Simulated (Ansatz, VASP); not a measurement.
# ZnSe: VASP beside Ansatz

```
Zn Se
1.0
     0.00000    2.78376    2.78376
     2.78376    0.00000    2.78376
     2.78376    2.78376    0.00000
Zn Se
1 1
Direct
  0.00000 0.00000 0.00000
  0.25000 0.25000 0.25000
```

Alike in both runs: functional LDA; k mesh 8 × 8 × 8; occupations gaussian, width 0.02 eV; no spin polarisation.

Ansatz relaxed the structure, and its values are those at the end. VASP's run is a single point on that final structure, the one shown.

```csv
,VASP,Ansatz
version,VASP 6.6.1,Ansatz 0.2.0
potentials or method,"VASP PAW LDA potentials, release 64 (Zn, Se), cutoff 500 eV","scalar-relativistic, plane waves, PAW"
valence electrons in the cell,18,28
```

Ansatz gave:

```
gap on the k mesh at the Fermi level (eV) : 1.25
least direct gap on the mesh (eV)         : 1.25
pressure (GPa)                            : 0.0
```

Estimate VASP's values.

gap on the k mesh at the Fermi level (eV): 1.29; least direct gap on the mesh (eV): 1.29; pressure (GPa): 0.4.

LDA's correlation is that of Perdew and Zunger in VASP and of Perdew and Wang (1992) in Ansatz. VASP's potentials hold 18 valence electrons a cell and Ansatz's 28, so a difference there can come from the potentials and not from the codes.
